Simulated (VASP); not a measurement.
# MgCd3O (Pm-3m) in VASP: a series of runs

Runs on MgCd3O. Level: PBE. Tasks: single point.

Everything below comes from runs of VASP 6.6.1. Logs are shortened: lines on timing, memory, paths and dates and some standing lists are left out, and cuts for length are marked.

## 1. The cell of the first run

Symmetry: Pm-3m, No. 221, cubic system. The conventional cell has a = 4.413 Å, b = 4.413 Å, c = 4.413 Å, α = 90.00°, β = 90.00°, γ = 90.00°. Mg (site symmetry m-3m) has 12 Cd at 3.12 Å and 8 O at 3.82 Å within 4.1 Å. Within 2.9 Å of Cd (site symmetry 4/mmm) lie 2 O at 2.21 Å. O (site symmetry m-3m) has 6 Cd at 2.21 Å within 2.9 Å.

The cell was generated, and may not be a known phase.

## 2. Single point, PBE

Input file INCAR:

```
SYSTEM = MgCd3O
PREC     = Accurate       ! precision mode
ENCUT    = 600            ! plane-wave cutoff, eV
EDIFF    = 1E-6           ! SCF threshold, eV
ISMEAR   = 0              ! smearing method
SIGMA    = 0.1            ! smearing width, eV
LREAL    = .FALSE.        ! projectors in reciprocal space
LASPH    = .TRUE.         ! aspherical terms in the spheres
NELM     = 120            ! most SCF steps
ALGO     = Normal         ! electronic algorithm
ISIF     = 2              ! what is computed and relaxed
LWAVE    = .FALSE.        ! write WAVECAR
LCHARG   = .FALSE.        ! write CHGCAR
GGA      = PE             ! functional
NBANDS   = 30             ! bands
GGA_COMPAT= .FALSE.
```

Input file KPOINTS:

```
Automatic mesh
0
G
  4 4 4
  0 0 0
```

Input file POSCAR:

```
MgCd3O
1.0
    4.4126052300      0.0000000000      0.0000000000
    0.0000000000      4.4126052300      0.0000000000
    0.0000000000      0.0000000000      4.4126052300
Mg Cd O
1 3 1
Direct
    0.5000000000      0.5000000000      0.5000000000
    0.5000000000      0.0000000000      0.0000000000
    0.0000000000      0.5000000000      0.0000000000
    0.0000000000      0.0000000000      0.5000000000
    0.0000000000      0.0000000000      0.0000000000
```

Potentials or basis: VASP PAW PBE potentials, release 64 (Mg, Cd, O).

Started as:

```
cat potpaw_PBE.64/Mg/POTCAR potpaw_PBE.64/Cd/POTCAR potpaw_PBE.64/O/POTCAR > POTCAR
mpirun -np 1 vasp_std > vasp.out
```

OUTCAR:

```text
SYSTEM = MgCd3O
   PREC = Accurate
   ENCUT = 600
   EDIFF = 1E-6
   ISMEAR = 0
   LREAL = .FALSE.
   LASPH = .TRUE.
   NELM = 120
   ISIF = 2
   GGA = PE

 ion  position               nearest neighbor table
   1  0.500  0.500  0.500-   2 3.12   3 3.12   4 3.12   2 3.12   3 3.12   2 3.12   4 3.12   2 3.12
                             3 3.12   4 3.12   3 3.12   4 3.12
   2  0.500  0.000  0.000-   5 2.21   5 2.21   4 3.12   1 3.12   1 3.12   4 3.12   1 3.12   3 3.12
                             1 3.12   3 3.12   4 3.12   3 3.12   4 3.12   3 3.12
   3  0.000  0.500  0.000-   5 2.21   5 2.21   4 3.12   1 3.12   1 3.12   4 3.12   2 3.12   4 3.12
                             2 3.12   4 3.12   1 3.12   2 3.12   1 3.12   2 3.12
   4  0.000  0.000  0.500-   5 2.21   5 2.21   3 3.12   1 3.12   2 3.12   3 3.12   2 3.12   1 3.12
                             3 3.12   3 3.12   1 3.12   2 3.12   2 3.12   1 3.12
   5  0.000  0.000  0.000-   2 2.21   3 2.21   4 2.21   4 2.21   3 2.21   2 2.21

  LATTYP: Found a simple cubic cell.
 ALAT       =     4.4126052300

  Lattice vectors:

 A1 = (   4.4126052300,   0.0000000000,   0.0000000000)
 A2 = (   0.0000000000,   4.4126052300,   0.0000000000)
 A3 = (   0.0000000000,   0.0000000000,   4.4126052300)

Analysis of symmetry for initial positions (statically):
=====================================================================
 Subroutine PRICEL returns:
 Original cell was already a primitive cell.

 Routine SETGRP: Setting up the symmetry group for a
 simple cubic supercell.

 Subroutine GETGRP returns: Found 48 space group operations
 (whereof 48 operations were pure point group operations)
 out of a pool of 48 trial point group operations.

The static configuration has the point symmetry O_h .

Analysis of symmetry for dynamics (positions and initial velocities):
=====================================================================
 Subroutine PRICEL returns:
 Original cell was already a primitive cell.

 Routine SETGRP: Setting up the symmetry group for a
 simple cubic supercell.

 Subroutine GETGRP returns: Found 48 space group operations
 (whereof 48 operations were pure point group operations)
 out of a pool of 48 trial point group operations.

The dynamic configuration has the point symmetry O_h .

 Subroutine INISYM returns: Found 48 space group operations
 (whereof 48 operations are pure point group operations),
 and found     1 'primitive' translations

----------------------------------------------------------------------------------------

                                     Primitive cell

  volume of cell :      85.9182

  direct lattice vectors                    reciprocal lattice vectors
     4.412605230  0.000000000  0.000000000     0.226623491  0.000000000  0.000000000
     0.000000000  4.412605230  0.000000000     0.000000000  0.226623491  0.000000000
     0.000000000  0.000000000  4.412605230     0.000000000  0.000000000  0.226623491

  length of vectors
     4.412605230  4.412605230  4.412605230     0.226623491  0.226623491  0.226623491

  position of ions in fractional coordinates (direct lattice)
     0.500000000  0.500000000  0.500000000
     0.500000000  0.000000000  0.000000000
     0.000000000  0.500000000  0.000000000
     0.000000000  0.000000000  0.500000000
     0.000000000  0.000000000  0.000000000

  ion indices of the primitive-cell ions
   primitive index   ion index
                 1           1
                 2           2
                 3           3
                 4           4
                 5           5

----------------------------------------------------------------------------------------

 KPOINTS: Automatic mesh

Automatic generation of k-mesh.
 Grid dimensions read from file:
 generate k-points for:    4    4    4

 Generating k-lattice:

  Cartesian coordinates                     Fractional coordinates (reciprocal lattice)
     0.056655873  0.000000000  0.000000000     0.250000000  0.000000000  0.000000000
     0.000000000  0.056655873  0.000000000     0.000000000  0.250000000  0.000000000
     0.000000000  0.000000000  0.056655873     0.000000000  0.000000000  0.250000000

  Length of vectors
     0.056655873  0.056655873  0.056655873

  Shift w.r.t. Gamma in fractional coordinates (k-lattice)
     0.000000000  0.000000000  0.000000000

 Subroutine IBZKPT returns following result:
 ===========================================

 Found     10 irreducible k-points:

 Following reciprocal coordinates:
            Coordinates               Weight
  0.000000  0.000000  0.000000      1.000000
  0.250000  0.000000  0.000000      6.000000
  0.500000  0.000000  0.000000      3.000000
  0.250000  0.250000  0.000000     12.000000
  0.500000  0.250000  0.000000     12.000000
  0.500000  0.500000  0.000000      3.000000
  0.250000  0.250000  0.250000      8.000000
  0.500000  0.250000  0.250000     12.000000
  0.500000  0.500000  0.250000      6.000000
  0.500000  0.500000  0.500000      1.000000
   k-points           NKPTS =     10   k-points in BZ     NKDIM =     10   number of bands    NBANDS=     30
   number of dos      NEDOS =    301   number of ions     NIONS =      5
   total plane-waves  NPLWV =  46656
   dimension x,y,z NGX =    36 NGY =   36 NGZ =   36
   dimension x,y,z NGXF=    72 NGYF=   72 NGZF=   72
   ions per type =               1   3   1
   NGX,Y,Z   is equivalent  to a cutoff of  13.56, 13.56, 13.56 a.u.
   NGXF,Y,Z  is equivalent  to a cutoff of  27.13, 27.13, 27.13 a.u.
 SYSTEM =  MgCd3O
   PREC   = accura    normal or accurate (medium, high low for compatibility)
   ISTART =      0    job   : 0-new  1-cont  2-samecut
   ICHARG =      2    charge: 1-file 2-atom 10-const
   ISPIN  =      1    spin polarized calculation?
   LNONCOLLINEAR =      F non collinear calculations
   LSORBIT =      F    spin-orbit coupling
   LASPH  =      T    aspherical Exc in radial PAW
   ENCUT  =  600.0 eV  44.10 Ry    6.64 a.u.   8.81  8.81  8.81*2*pi/ulx,y,z
   NELM   =    120;   NELMIN=  2; NELMDL= -5     # of ELM steps
   EDIFF  = 0.1E-05   stopping-criterion for ELM
   LREAL  =      F    real-space projection
[... 7 lines left out ...]
   TEBEG  =    0.0;   TEEND  =   0.0 temperature during run
   PSTRESS=    0.0 pullay stress
   NELECT =      44.0000    total number of electrons
   NUPDOWN=      -1.0000    fix difference up-down
   EMIN   =  10.00;   EMAX   =-10.00  energy-range for DOS
   EFERMI =   0.00;   METHOD = LEGACY
   ISMEAR =     0;   SIGMA  =   0.10  broadening in eV -4-tet -1-fermi 0-gaus
   EFERMI_NEDOS =   21; number of points for ismear=-14 and -15
   IALGO  =     38    algorithm
   IMIX   =      4    mixing-type and parameters
     AMIX     =   0.40;   BMIX     =  1.00
     AMIX_MAG =   1.60;   BMIX_MAG =  1.00
  volume/ion in A,a.u.               =      17.18       115.96
  Fermi-wavevector in a.u.,A,eV,Ry     =   1.309777  2.475119 23.341004  1.715515
  Thomas-Fermi vector in A             =   2.440352
   LORBIT       =      0    0 simple, 1 ext, 2 COOP (PROOUT), +10 PAW based schemes
   GGA     = PE    functional components
   LHFCALC =     F    Hartree Fock is set to
   AEXX    =    0.0000 exact exchange contribution
   IVDW    =     0    specifies the selected vdW correction
   LEPSILON=     F    determine dielectric tensor
   LRPA    =     F    only Hartree local field effects (RPA)
 non-spin polarized calculation
 Gauss-broadening in eV      SIGMA  =   0.10
  energy-cutoff  :      600.00
  volume of cell :       85.92
 maximum number of plane-waves:      2897
 NGX is ok and might be reduce to    36
   NGX = 17   NGY = 17   NGZ = 17

 number of electron      43.9999994 magnetization

 Free energy of the ion-electron system (eV)
  ---------------------------------------------------
  ext. energy  EPLUGINS =         0.00000000
  ---------------------------------------------------
  free energy    TOTEN  =        -8.54394829 eV

  energy without entropy =       -8.53334952  energy(sigma->0) =       -8.53864890

 E-fermi :   3.6991     XC(G=0): -10.9397

 val. band max:        3.3474338807   @ k =   0.5000   0.5000   0.0000
 cond. band min:       3.6991904328   @ k =   0.5000   0.2500   0.0000
 fundamental gap:      0.3517565521
 Fermi energy:         3.6991462118

 k-point     1 :       0.0000    0.0000    0.0000
  band No.  band energies     occupation
      1     -16.2691      2.00000
      2      -5.9388      2.00000
      3      -5.9388      2.00000
      4      -5.9388      2.00000
      5      -5.6879      2.00000
      6      -5.6879      2.00000
[... 22 lines left out ...]
     29      10.5170      0.00000
     30      13.0119      0.00000

 k-point     2 :       0.2500    0.0000    0.0000
  band No.  band energies     occupation
      1     -16.1755      2.00000
      2      -5.8944      2.00000
      3      -5.8282      2.00000
      4      -5.8282      2.00000
      5      -5.6645      2.00000
      6      -5.5461      2.00000
[... 22 lines left out ...]
     29      10.4116      0.00000
     30      12.1146      0.00000

 k-point     3 :       0.5000    0.0000    0.0000
  band No.  band energies     occupation
      1     -16.0776      2.00000
      2      -6.0911      2.00000
      3      -5.8431      2.00000
      4      -5.6466      2.00000
      5      -5.4992      2.00000
      6      -5.4992      2.00000
[... 22 lines left out ...]
     29      10.6404      0.00000
     30      13.2754      0.00000

 k-point     4 :       0.2500    0.2500    0.0000
  band No.  band energies     occupation
      1     -16.0808      2.00000
      2      -5.9394      2.00000
      3      -5.9038      2.00000
      4      -5.7419      2.00000
      5      -5.6826      2.00000
      6      -5.5313      2.00000
[... 22 lines left out ...]
     29      10.6052      0.00000
     30      10.7027      0.00000

 k-point     5 :       0.5000    0.2500    0.0000
  band No.  band energies     occupation
      1     -15.9814      2.00000
      2      -6.2851      2.00000
      3      -5.9548      2.00000
      4      -5.8690      2.00000
      5      -5.5211      2.00000
      6      -5.4879      2.00000
[... 22 lines left out ...]
     29      10.6102      0.00000
     30      11.2609      0.00000

 k-point     6 :       0.5000    0.5000    0.0000
  band No.  band energies     occupation
      1     -15.8805      2.00000
      2      -6.4400      2.00000
      3      -6.4400      2.00000
      4      -5.8894      2.00000
      5      -5.5444      2.00000
      6      -5.3951      2.00000
[... 22 lines left out ...]
     29       9.7305      0.00000
     30      11.1653      0.00000

 k-point     7 :       0.2500    0.2500    0.2500
  band No.  band energies     occupation
      1     -15.9846      2.00000
      2      -6.1153      2.00000
      3      -6.0075      2.00000
      4      -6.0075      2.00000
      5      -5.5767      2.00000
      6      -5.5726      2.00000
[... 22 lines left out ...]
     29      11.8117      0.00000
     30      12.4905      0.00000

 k-point     8 :       0.5000    0.2500    0.2500
  band No.  band energies     occupation
      1     -15.8838      2.00000
      2      -6.4574      2.00000
      3      -6.1815      2.00000
      4      -6.1371      2.00000
      5      -5.6947      2.00000
      6      -5.5616      2.00000
[... 22 lines left out ...]
     29      11.0157      0.00000
     30      11.3169      0.00000

 k-point     9 :       0.5000    0.5000    0.2500
  band No.  band energies     occupation
      1     -15.7811      2.00000
      2      -6.6004      2.00000
      3      -6.6004      2.00000
      4      -6.2923      2.00000
      5      -5.8045      2.00000
      6      -5.4719      2.00000
[... 22 lines left out ...]
     29      12.7661      0.00000
     30      12.7661      0.00000

 k-point    10 :       0.5000    0.5000    0.5000
  band No.  band energies     occupation
      1     -15.6765      2.00000
      2      -6.7361      2.00000
      3      -6.7361      2.00000
      4      -6.7361      2.00000
      5      -5.9378      2.00000
      6      -5.4875      2.00000
[... 22 lines left out ...]
     29      15.4668      0.00000
     30      15.7167      0.00000

------------------------ aborting loop because EDIFF is reached ----------------------------------------

  FORCE on cell =-STRESS in cart. coord.  units (eV):
  Direction    XX          YY          ZZ          XY          YZ          ZX
  --------------------------------------------------------------------------------------
  -------------------------------------------------------------------------------------
  Total        9.3025761      9.3025761      9.3025761     -0.0000000     -0.0000000      0.0000000
  in kB      173.4716811    173.4716811    173.4716811     -0.0000000     -0.0000000      0.0000000
  external PRESSURE =     173.4716811 kB  Pullay stress =       0.0000000 kB

 VOLUME and BASIS-vectors are now :
 -----------------------------------------------------------------------------
  energy-cutoff  :      600.00
  volume of cell :       85.92
      direct lattice vectors                 reciprocal lattice vectors
     4.412605230  0.000000000  0.000000000     0.226623491  0.000000000  0.000000000
     0.000000000  4.412605230  0.000000000     0.000000000  0.226623491  0.000000000
     0.000000000  0.000000000  4.412605230     0.000000000  0.000000000  0.226623491

 POSITION                                       TOTAL-FORCE (eV/Angst)
 -----------------------------------------------------------------------------------
      2.20630      2.20630      2.20630         0.000000      0.000000      0.000000
      2.20630      0.00000      0.00000         0.000000      0.000000      0.000000
      0.00000      2.20630      0.00000         0.000000      0.000000      0.000000
      0.00000      0.00000      2.20630         0.000000      0.000000      0.000000
      0.00000      0.00000      0.00000         0.000000      0.000000      0.000000
 -----------------------------------------------------------------------------------
    total drift:                                0.000000      0.000000     -0.000000

  FREE ENERGIE OF THE ION-ELECTRON SYSTEM (eV)
  ---------------------------------------------------
  free  energy   TOTEN  =        -8.5439482857 eV

  energy  without entropy=       -8.5333495170  energy(sigma->0) =       -8.53864890
```

Wall time 16 s (1 thread of Intel Xeon 6975P-C (Granite Rapids), shared host); peak memory 0.21 GiB.

What came out:

```yaml
Free_energy: -8.5439 eV
Pressure: 17.3 GPa
Band_gap_on_the_k_mesh: zero (bands 22 and 23 overlap by 2.49 eV)
```

Caveat: the cell stands under pressure.

## 3. Single point, PBE

This run uses another cell than the first one, of 20.65 Å³/atom.

Input file INCAR:

```
PREC     = Accurate       # precision mode
ENCUT    = 600            # plane-wave cutoff, eV
EDIFF    = 1E-6           # SCF threshold, eV
ISMEAR   = 0              # smearing method
SIGMA    = 0.1            # smearing width, eV
LREAL    = F              # projectors in reciprocal space
LASPH    = T              # aspherical terms in the spheres
NELM     = 120            # most SCF steps
ALGO     = Normal         # electronic algorithm
ISIF     = 2              # what is computed and relaxed
LWAVE    = F              # write WAVECAR
LCHARG   = T              # write CHGCAR
GGA      = PE             # functional
LELF     = T              # ELF
LVHAR    = T            
NBANDS   = 30             # bands
GGA_COMPAT= F
```

Input file KPOINTS:

```
Automatic mesh
0
Gamma
  4 4 4
```

POSCAR: that of step 2 with these lines changed.

```diff
@@ -2,5 +2,5 @@
 1.0
-    4.4126052300      0.0000000000      0.0000000000
-    0.0000000000      4.4126052300      0.0000000000
-    0.0000000000      0.0000000000      4.4126052300
+    4.6912869504      0.0000000000      0.0000000000
+    0.0000000000      4.6912869504      0.0000000000
+    0.0000000000      0.0000000000      4.6912869504
 Mg Cd O
```

Potentials or basis: VASP PAW PBE potentials, release 64 (Mg, Cd, O).

Started as:

```
cat potpaw_PBE.64/Mg/POTCAR potpaw_PBE.64/Cd/POTCAR potpaw_PBE.64/O/POTCAR > POTCAR
mpirun -np 1 vasp_std > vasp.out
```

Wall time 24 s (1 thread of Intel Xeon 6975P-C (Granite Rapids), shared host); peak memory 0.26 GiB.

Results (log left out):

```yaml
Free_energy: -9.3656 eV
Pressure: 0.3 GPa
Band_gap_on_the_k_mesh: zero (bands 22 and 23 overlap by 1.73 eV)
```

Levels at points of the mesh, in eV from the Fermi level:
| k point | band 18 | band 19 | band 20 | band 21 | band 22 | band 23 | band 24 | band 25 | band 26 | band 27 |
| --- | --- | --- | --- | --- | --- | --- | --- | --- | --- | --- |
| (0.00, 0.00, 0.00) | -4.67 | -4.67 | -4.67 | 0.23 | 0.23 | 1.12 | 1.12 | 1.12 | 3.50 | 6.13 |
| (0.50, 0.00, 0.00) | -4.23 | -4.23 | -4.11 | -1.68 | 1.15 | 1.98 | 1.98 | 2.57 | 3.34 | 3.34 |
| (0.50, 0.50, 0.00) | -5.16 | -3.89 | -2.99 | -1.99 | -0.42 | -0.42 | 3.32 | 3.32 | 4.17 | 4.22 |
| (0.50, 0.50, 0.50) | -4.31 | -4.31 | -1.76 | -1.76 | -1.76 | -0.21 | 1.27 | 1.27 | 1.27 | 2.83 |

The gap in the log of VASP goes by the Fermi energy; the results here count the filled bands.